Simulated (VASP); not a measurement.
# W (R-3m) in VASP: notebook

Runs on W. Level: PBE. Tasks: single point.

All numbers are computed with VASP 6.6.1; they aren't measurements. Logs are shortened: lines on timing, memory, paths and dates and some standing lists are left out, and cuts for length are marked.

### Step 1. The cell of the first run

The structure is trigonal, space group R-3m (No. 166). The conventional cell has a = 4.750 Å, b = 4.750 Å, c = 2.619 Å, α = 90.00°, β = 90.00°, γ = 120.00°. Within 3.5 Å of W (site symmetry -3m) lie 14 W at 2.62 to 3.25 Å.

### Step 2. Single point, PBE

Contents of INCAR:

```
SYSTEM = W
PREC = Accurate
ENCUT = 520
EDIFF = 1E-6
ISMEAR = 0
SIGMA = 0.15
LREAL = .FALSE.
LASPH = .TRUE.
NELM = 100
ALGO = Fast
ISIF = 2
LWAVE = .FALSE.
LCHARG = .FALSE.
GGA = PE
NBANDS = 13
```

Contents of KPOINTS:

```
Automatic mesh
0
G
  20 20 20
  0 0 0
```

Contents of POSCAR:

```
W
1.0
   -1.7351160475      1.6236865766      1.6236865766
    1.6236865766     -1.7351160475      1.6236865766
    1.6236865766      1.6236865766     -1.7351160475
W
1
Direct
    0.0000000000      0.0000000000      0.0000000000
```

Potentials or basis: VASP PAW PBE potentials, release 64 (W_sv).

Command:

```console
> cat potpaw_PBE.64/W_sv/POTCAR > POTCAR
> mpirun -np 1 vasp_std > vasp.out
```

OUTCAR:

```text
SYSTEM = W
   PREC = Accurate
   ENCUT = 520
   EDIFF = 1E-6
   ISMEAR = 0
   LREAL = .FALSE.
   LASPH = .TRUE.
   NELM = 100
   ISIF = 2
   GGA = PE

 ion  position               nearest neighbor table
   1  0.000  0.000  0.000-

  LATTYP: Found a trigonal (rhomboedric) cell.
 ALAT       =     2.8780798975
 COS(alpha) =    -0.3619566215

  Lattice vectors:

 A1 = (  -1.7351160475,   1.6236865766,   1.6236865766)
 A2 = (   1.6236865766,  -1.7351160475,   1.6236865766)
 A3 = (   1.6236865766,   1.6236865766,  -1.7351160475)

Analysis of symmetry for initial positions (statically):
=====================================================================
 Subroutine PRICEL returns:
 Original cell was already a primitive cell.

 Routine SETGRP: Setting up the symmetry group for a
 trigonal (rhombohedral) supercell.

 Subroutine GETGRP returns: Found 12 space group operations
 (whereof 12 operations were pure point group operations)
 out of a pool of 12 trial point group operations.

The static configuration has the point symmetry D_3d.

Analysis of symmetry for dynamics (positions and initial velocities):
=====================================================================
 Subroutine PRICEL returns:
 Original cell was already a primitive cell.

 Routine SETGRP: Setting up the symmetry group for a
 trigonal (rhombohedral) supercell.

 Subroutine GETGRP returns: Found 12 space group operations
 (whereof 12 operations were pure point group operations)
 out of a pool of 12 trial point group operations.

The dynamic configuration has the point symmetry D_3d.

 Subroutine INISYM returns: Found 12 space group operations
 (whereof 12 operations are pure point group operations),
 and found     1 'primitive' translations

----------------------------------------------------------------------------------------

                                     Primitive cell

  volume of cell :      17.0606

  direct lattice vectors                    reciprocal lattice vectors
    -1.735116048  1.623686577  1.623686577     0.021937642  0.319662788  0.319662788
     1.623686577 -1.735116048  1.623686577     0.319662788  0.021937642  0.319662788
     1.623686577  1.623686577 -1.735116048     0.319662788  0.319662788  0.021937642

  length of vectors
     2.878079897  2.878079897  2.878079897     0.452603420  0.452603420  0.452603420

  position of ions in fractional coordinates (direct lattice)
     0.000000000  0.000000000  0.000000000

[... 83 lines left out ...]
   POTIM  = 0.5000    time-step for ionic-motion
   TEBEG  =    0.0;   TEEND  =   0.0 temperature during run
   PSTRESS=    0.0 pullay stress
   NELECT =      14.0000    total number of electrons
   NUPDOWN=      -1.0000    fix difference up-down
   EMIN   =  10.00;   EMAX   =-10.00  energy-range for DOS
   EFERMI =   0.00;   METHOD = LEGACY
   ISMEAR =     0;   SIGMA  =   0.15  broadening in eV -4-tet -1-fermi 0-gaus
   EFERMI_NEDOS =   21; number of points for ismear=-14 and -15
   IALGO  =     68    algorithm
   IMIX   =      4    mixing-type and parameters
     AMIX     =   0.40;   BMIX     =  1.00
     AMIX_MAG =   1.60;   BMIX_MAG =  1.00
  volume/ion in A,a.u.               =      17.06       115.13
  Fermi-wavevector in a.u.,A,eV,Ry     =   1.532684  2.896353 31.961724  2.349120
  Thomas-Fermi vector in A             =   2.639856
   LORBIT       =      0    0 simple, 1 ext, 2 COOP (PROOUT), +10 PAW based schemes
   GGA     = PE    functional components
   LHFCALC =     F    Hartree Fock is set to
   AEXX    =    0.0000 exact exchange contribution
   IVDW    =     0    specifies the selected vdW correction
   LEPSILON=     F    determine dielectric tensor
   LRPA    =     F    only Hartree local field effects (RPA)
 non-spin polarized calculation
 RMM-DIIS sequential band-by-band and
 Gauss-broadening in eV      SIGMA  =   0.15
  energy-cutoff  :      520.00
  volume of cell :       17.06
 maximum number of plane-waves:       482
 NGX is ok and might be reduce to    24

 number of electron      13.9999999 magnetization

 Free energy of the ion-electron system (eV)
  ---------------------------------------------------
  ext. energy  EPLUGINS =         0.00000000
  ---------------------------------------------------
  free energy    TOTEN  =       -12.80513785 eV

  energy without entropy =      -12.80047922  energy(sigma->0) =      -12.80280854

 E-fermi :  10.4589     XC(G=0): -13.2174

 val. band max:       10.4539931838   @ k =  -0.0500   0.4500   0.0500
 cond. band min:      10.4589864825   @ k =  -0.4500   0.0500   0.0000
 fundamental gap:      0.0049932987
 Fermi energy:        10.4588840855

 k-point     1 :       0.0000    0.0000    0.0000
  band No.  band energies     occupation
      1     -63.8780      2.00000
      2     -27.6338      2.00000
      3     -27.6338      2.00000
      4     -27.2739      2.00000
      5       1.2001      2.00000
      6       8.1409      2.00000
      7       9.6083      2.00000
      8       9.6083      2.00000
      9      12.8485      0.00000
     10      12.8485      0.00000
     11      23.5727      0.00000
     12      25.3941      0.00000
     13      25.3941      0.00000
[... 354 lines left out ...]
  band No.  band energies     occupation
      1     -63.7788      2.00000
      2     -28.2967      2.00000
      3     -27.8489      2.00000
      4     -27.6146      2.00000
      5       4.5167      2.00000
      6       7.8930      2.00000
      7       9.1594      2.00000
      8      11.7183      0.00000
      9      12.5326      0.00000
     10      13.2730      0.00000
     11      23.2710      0.00000
     12      24.3816      0.00000
     13      29.5958      0.00000

 [... further k-points ...]

------------------------ aborting loop because EDIFF is reached ----------------------------------------

  FORCE on cell =-STRESS in cart. coord.  units (eV):
  Direction    XX          YY          ZZ          XY          YZ          ZX
  --------------------------------------------------------------------------------------
  -------------------------------------------------------------------------------------
  Total       -1.2738747     -1.2738747     -1.2738747      1.1687931      1.1687931      1.1687931
  in kB     -119.6307146   -119.6307146   -119.6307146    109.7624020    109.7624020    109.7624020
  external PRESSURE =    -119.6307146 kB  Pullay stress =       0.0000000 kB

 VOLUME and BASIS-vectors are now :
 -----------------------------------------------------------------------------
  energy-cutoff  :      520.00
  volume of cell :       17.06
      direct lattice vectors                 reciprocal lattice vectors
    -1.735116048  1.623686577  1.623686577     0.021937642  0.319662788  0.319662788
     1.623686577 -1.735116048  1.623686577     0.319662788  0.021937642  0.319662788
     1.623686577  1.623686577 -1.735116048     0.319662788  0.319662788  0.021937642

 POSITION                                       TOTAL-FORCE (eV/Angst)
 -----------------------------------------------------------------------------------
      0.00000      0.00000      0.00000         0.000000      0.000000      0.000000
 -----------------------------------------------------------------------------------
    total drift:                                0.000000      0.000000     -0.000000

  FREE ENERGIE OF THE ION-ELECTRON SYSTEM (eV)
  ---------------------------------------------------
  free  energy   TOTEN  =       -12.8051378525 eV

  energy  without entropy=      -12.8004792245  energy(sigma->0) =      -12.80280854
```

OSZICAR:

```text
N       E                     dE             d eps       ncg     rms          rms(c)
DAV:   1     0.850706680718E+02    0.85071E+02   -0.74938E+03 20402   0.121E+03
DAV:   2    -0.117646026289E+02   -0.96835E+02   -0.93010E+02 22866   0.314E+02
DAV:   3    -0.134560367314E+02   -0.16914E+01   -0.16847E+01 22251   0.404E+01
DAV:   4    -0.134635502832E+02   -0.75136E-02   -0.75134E-02 22511   0.298E+00
DAV:   5    -0.134636195244E+02   -0.69241E-04   -0.69240E-04 22576   0.270E-01    0.185E+01
RMM:   6    -0.129366489696E+02    0.52697E+00   -0.45060E-01 22096   0.620E+00    0.739E+00
RMM:   7    -0.128079071608E+02    0.12874E+00   -0.31369E-01 22177   0.516E+00    0.971E-01
RMM:   8    -0.128053591743E+02    0.25480E-02   -0.12917E-02 25095   0.122E+00    0.246E-01
RMM:   9    -0.128051424583E+02    0.21672E-03   -0.21597E-03 24615   0.541E-01    0.312E-02
RMM:  10    -0.128051431571E+02   -0.69883E-06   -0.33795E-04 25434   0.210E-01    0.967E-03
RMM:  11    -0.128051389381E+02    0.42190E-05   -0.26887E-05 26103   0.659E-02    0.438E-03
RMM:  12    -0.128051377981E+02    0.11400E-05   -0.75313E-06 22178   0.316E-02    0.362E-03
RMM:  13    -0.128051378525E+02   -0.54387E-07   -0.78996E-07 16676   0.104E-02
   1 F= -.12805138E+02 E0= -.12802809E+02  d E =-.465863E-02
```

Run time: 3.3 min. Hardware: 1 thread of AMD EPYC 7R13 (Zen 3), shared host; peak memory 0.24 GiB.

Results:

```yaml
Free_energy: -12.8051 eV
Pressure: -12.0 GPa
Band_gap_on_the_k_mesh: zero (band 7 reaches 14.38 eV, above the bottom of band 8 at 9.46 eV)
```

Caveat: spin-orbit coupling is left out, which moves the levels of the heavy elements.

### Step 3. Single point, PBE

This run uses another cell than the first one, of the same volume but with other edges.

Contents of INCAR:

```
PREC     = Accurate       # precision mode
ENCUT    = 520            # plane-wave cutoff, eV
EDIFF    = 1E-6           # SCF threshold, eV
ISMEAR   = 0              # smearing method
SIGMA    = 0.15           # smearing width, eV
LREAL    = False          # projectors in reciprocal space
LASPH    = True           # aspherical terms in the spheres
NELM     = 100            # most SCF steps
ALGO     = Fast           # electronic algorithm
ISIF     = 2              # what is computed and relaxed
LWAVE    = False          # write WAVECAR
LCHARG   = False          # write CHGCAR
GGA      = PE             # functional
NBANDS   = 13             # bands
```

Contents of KPOINTS:

```
Automatic mesh
0
Gamma
  20 20 20
```

Contents of POSCAR:

```
W
1.0
   -1.5122571057      1.6236865766      1.6236865766
    1.6236865766     -1.5122571057      1.6236865766
    1.6236865766      1.6236865766     -1.5122571057
W
1
Direct
    0.0000000000      0.0000000000      0.0000000000
```

Potentials or basis: VASP PAW PBE potentials, release 64 (W_sv).

Command:

```console
> cat potpaw_PBE.64/W_sv/POTCAR > POTCAR
> mpirun -np 1 vasp_std > vasp.out
```

Wall time 1.9 min (1 thread of AMD EPYC 7R13 (Zen 3), shared host); peak memory 0.23 GiB.

The run converged. Its results:

| Property | Result |
| --- | --- |
| Free energy | -12.8409 eV |
| Pressure | -12.8 GPa |
| Band gap on the k mesh | zero (band 7 reaches 13.54 eV, above the bottom of band 8 at 9.60 eV) |

Stress tensor (GPa, compression positive):
```
-12.77  -6.47  -6.47
 -6.47 -12.77  -6.47
 -6.47  -6.47 -12.77
```

Levels at points of the mesh, in eV from the Fermi level:
| k point | band 5 | band 6 | band 7 | band 8 | band 9 | band 10 |
| --- | --- | --- | --- | --- | --- | --- |
| (0.00, 0.00, 0.00) | -9.26 | -1.85 | -1.85 | -0.08 | 2.28 | 2.28 |
| (0.50, 0.00, 0.00) | -5.92 | -3.44 | -0.05 | 2.33 | 3.13 | 4.74 |
| (0.50, 0.50, 0.00) | -5.79 | -3.24 | 0.96 | 1.69 | 2.33 | 5.91 |
| (0.50, 0.50, 0.50) | -5.31 | -5.31 | 3.09 | 5.30 | 5.30 | 7.13 |

Caveat: spin-orbit coupling is left out, which moves the levels of the heavy elements.

### Step 4. Single point, PBE

This run uses another cell than the first one, of 17.57 Å³/atom, 1.030 times its volume.

Contents of INCAR:

```
SYSTEM = W
PREC = Accurate
ENCUT = 520
EDIFF = 1E-6
ISMEAR = 0
SIGMA = 0.15
LREAL = .FALSE.
LASPH = .TRUE.
NELM = 60
ALGO = Fast
ISIF = 2
LWAVE = .FALSE.
LCHARG = .FALSE.
GGA = PE
NBANDS = 13
```

Contents of KPOINTS:

```
regular mesh
0
G
  20 20 20
  0 0 0
```

Contents of POSCAR:

```
W
1.0
   -1.5281756015      1.6396050724      1.6396050724
    1.6396050724     -1.5281756015      1.6396050724
    1.6396050724      1.6396050724     -1.5281756015
W
1
Direct
    0.0000000000      0.0000000000      0.0000000000
```

Command:

```console
> cat potpaw_PBE.64/W_sv/POTCAR > POTCAR
> mpirun -np 1 vasp_std > vasp.out
```

Wall time 4.7 min (1 thread of AMD EPYC 7R13 (Zen 3), shared host); peak memory 0.25 GiB.

It converged, with:

```yaml
Free_energy: -12.7911 eV
Pressure: -19.4 GPa
Band_gap_on_the_k_mesh: zero (band 7 reaches 13.03 eV, above the bottom of band 8 at 9.24 eV)
```

Stress tensor (GPa, compression positive):
```
-19.42  -5.72  -5.72
 -5.72 -19.42  -5.72
 -5.72  -5.72 -19.42
```

Levels at points of the mesh, in eV from the Fermi level:
```csv
k point,band 3,band 4,band 5,band 6,band 7,band 8,band 9,band 10,band 11,band 12
"(0.00, 0.00, 0.00)",-37.97,-37.97,-9.09,-1.77,-1.77,-0.08,2.20,2.20,13.71,13.71
"(0.50, 0.00, 0.00)",-38.27,-37.98,-5.75,-3.31,-0.10,2.24,3.00,4.54,9.07,11.70
"(0.50, 0.50, 0.00)",-38.49,-38.05,-5.60,-3.12,0.88,1.62,2.24,5.66,10.27,10.43
"(0.50, 0.50, 0.50)",-38.78,-38.60,-5.10,-5.10,2.98,5.08,5.08,6.99,7.79,7.79
```

Caveat: spin-orbit coupling is left out, which moves the levels of the heavy elements.

### Step 5. Single point, PBE

This run uses another cell than the first one, of 17.57 Å³/atom, 1.030 times its volume.

Contents of INCAR:

```
SYSTEM = W
  ALGO = Fast
  EDIFF = 1E-7
  ENCUT = 520
  GGA = PE
  ISIF = 2
  ISMEAR = 0
  LASPH = .True.
  LCHARG = .True.
  LELF = .True.
  LREAL = .False.
  LVHAR = .True.
  LWAVE = .False.
  NBANDS = 13
  NELM = 60
  PREC = Accurate
  SIGMA = 0.15
```

Contents of KPOINTS:

```
k-points
0
Gamma
  20 20 20
  0 0 0
```

Contents of POSCAR:

```
W
1.0
   -1.7510345434      1.6396050724      1.6396050724
    1.6396050724     -1.7510345434      1.6396050724
    1.6396050724      1.6396050724     -1.7510345434
W
1
Direct
    0.0000000000      0.0000000000      0.0000000000
```

Potentials or basis: VASP PAW PBE potentials, release 64 (W_sv).

Command:

```console
> cat potpaw_PBE.64/W_sv/POTCAR > POTCAR
> mpirun -np 1 vasp_std > vasp.out
```

OUTCAR:

```text
SYSTEM = W
   EDIFF = 1E-7
   ENCUT = 520
   GGA = PE
   ISIF = 2
   ISMEAR = 0
   LASPH = .True.
   LREAL = .False.
   NELM = 60
   PREC = Accurate

 ion  position               nearest neighbor table
   1  0.000  0.000  0.000-

  LATTYP: Found a trigonal (rhomboedric) cell.
 ALAT       =     2.9056378919
 COS(alpha) =    -0.3616963803

  Lattice vectors:

 A1 = (  -1.7510345434,   1.6396050724,   1.6396050724)
 A2 = (   1.6396050724,  -1.7510345434,   1.6396050724)
 A3 = (   1.6396050724,   1.6396050724,  -1.7510345434)

Analysis of symmetry for initial positions (statically):
=====================================================================
 Subroutine PRICEL returns:
 Original cell was already a primitive cell.

 Routine SETGRP: Setting up the symmetry group for a
 trigonal (rhombohedral) supercell.

 Subroutine GETGRP returns: Found 12 space group operations
 (whereof 12 operations were pure point group operations)
 out of a pool of 12 trial point group operations.

The static configuration has the point symmetry D_3d.

Analysis of symmetry for dynamics (positions and initial velocities):
[... 171 lines left out ...]
      4     -27.7607      2.00000
      5       0.9683      2.00000
      6       7.8346      2.00000
      7       9.2440      2.00000
      8       9.2440      2.00000
      9      12.3612      0.00000
     10      12.3612      0.00000
     11      23.1355      0.00000
     12      24.8950      0.00000
     13      24.8950      0.00000
[... 354 lines left out ...]
  band No.  band energies     occupation
      1     -64.2293      2.00000
      2     -28.6897      2.00000
      3     -28.2911      2.00000
      4     -28.0804      2.00000
      5       4.2440      2.00000
      6       7.5967      2.00000
      7       8.7734      2.00000
      8      11.2711      0.00000
      9      12.0660      0.00000
     10      12.7637      0.00000
     11      22.7134      0.00000
     12      23.6122      0.00000
     13      28.7064      0.00000

 [... further k-points ...]

------------------------ aborting loop because EDIFF is reached ----------------------------------------

  FORCE on cell =-STRESS in cart. coord.  units (eV):
  Direction    XX          YY          ZZ          XY          YZ          ZX
  --------------------------------------------------------------------------------------
  -------------------------------------------------------------------------------------
  Total       -2.0564889     -2.0564889     -2.0564889      1.0694473      1.0694473      1.0694473
  in kB     -187.5428163   -187.5428163   -187.5428163     97.5289246     97.5289246     97.5289246
  external PRESSURE =    -187.5428163 kB  Pullay stress =       0.0000000 kB

 VOLUME and BASIS-vectors are now :
 -----------------------------------------------------------------------------
  energy-cutoff  :      520.00
  volume of cell :       17.57
      direct lattice vectors                 reciprocal lattice vectors
    -1.751034543  1.639605072  1.639605072     0.021505284  0.316434888  0.316434888
     1.639605072 -1.751034543  1.639605072     0.316434888  0.021505284  0.316434888
     1.639605072  1.639605072 -1.751034543     0.316434888  0.316434888  0.021505284

 POSITION                                       TOTAL-FORCE (eV/Angst)
 -----------------------------------------------------------------------------------
      0.00000      0.00000      0.00000        -0.000000     -0.000000      0.000000
 -----------------------------------------------------------------------------------
    total drift:                               -0.000000     -0.000000      0.000000

  FREE ENERGIE OF THE ION-ELECTRON SYSTEM (eV)
  ---------------------------------------------------
  free  energy   TOTEN  =       -12.7586390278 eV

  energy  without entropy=      -12.7539322036  energy(sigma->0) =      -12.75628562
```

OSZICAR:

```text
N       E                     dE             d eps       ncg     rms          rms(c)
DAV:   1     0.850081966082E+02    0.85008E+02   -0.74354E+03 20410   0.120E+03
DAV:   2    -0.117302974982E+02   -0.96738E+02   -0.92789E+02 22981   0.314E+02
DAV:   3    -0.134356737773E+02   -0.17054E+01   -0.16984E+01 22256   0.404E+01
DAV:   4    -0.134434533382E+02   -0.77796E-02   -0.77792E-02 22391   0.303E+00
DAV:   5    -0.134435278569E+02   -0.74519E-04   -0.74520E-04 22581   0.280E-01    0.175E+01
RMM:   6    -0.128911880319E+02    0.55234E+00   -0.48641E-01 22110   0.639E+00    0.680E+00
RMM:   7    -0.127613880512E+02    0.12980E+00   -0.32631E-01 22166   0.521E+00    0.104E+00
RMM:   8    -0.127589071924E+02    0.24809E-02   -0.13327E-02 25053   0.122E+00    0.246E-01
RMM:   9    -0.127586436797E+02    0.26351E-03   -0.22655E-03 24540   0.546E-01    0.295E-02
RMM:  10    -0.127586436137E+02    0.65984E-07   -0.36342E-04 25290   0.217E-01    0.120E-02
RMM:  11    -0.127586402069E+02    0.34068E-05   -0.26139E-05 25925   0.660E-02    0.440E-03
RMM:  12    -0.127586389465E+02    0.12604E-05   -0.64497E-06 25796   0.296E-02    0.394E-03
RMM:  13    -0.127586390278E+02   -0.81331E-07   -0.89984E-07 23636   0.116E-02
   1 F= -.12758639E+02 E0= -.12756286E+02  d E =-.470682E-02
```

It used 330 s of CPU time on 1 thread of AMD EPYC 7R13 Processor (Zen 3) (shared host).

Results:

```yaml
Free_energy: -12.7586 eV
Pressure: -18.8 GPa
Band_gap_on_the_k_mesh: zero (band 7 reaches 13.82 eV, above the bottom of band 8 at 9.10 eV)
```

Stress tensor (GPa, compression positive):
```
-18.75   9.75   9.75
  9.75 -18.75   9.75
  9.75   9.75 -18.75
```

Caveat: spin-orbit coupling is left out, which moves the levels of the heavy elements.

### Step 6. The runs side by side

| cell | further INCAR settings | gap on the mesh (eV) | pressure (GPa) |
| --- | --- | --- | --- |
| a = 2.878 Å, angles 111.2°, 1 atom | ALGO = Fast; EDIFF = 1e-06; NBANDS = 13 | none | -12.0 |
| a = 2.749 Å, angles 107.5°, 1 atom | ALGO = Fast; EDIFF = 1e-06; NBANDS = 13 | none | -12.8 |
| a = 2.777 Å, angles 107.5°, 1 atom | ALGO = Fast; EDIFF = 1e-06; NBANDS = 13 | none | -19.4 |
| a = 2.906 Å, angles 111.2°, 1 atom | ALGO = Fast; EDIFF = 1e-07; NBANDS = 13 | none | -18.8 |

Alike in all rows: task single point; level PBE; potentials or basis VASP PAW PBE potentials, release 64 (W_sv); no spin polarisation; k mesh 20 × 20 × 20; cutoff (eV) 520; smearing gaussian 0.15 eV.

Caveats: spin-orbit coupling is left out, which moves the levels of the heavy elements.

Absolute energies hang on the potentials; compare differences alone.
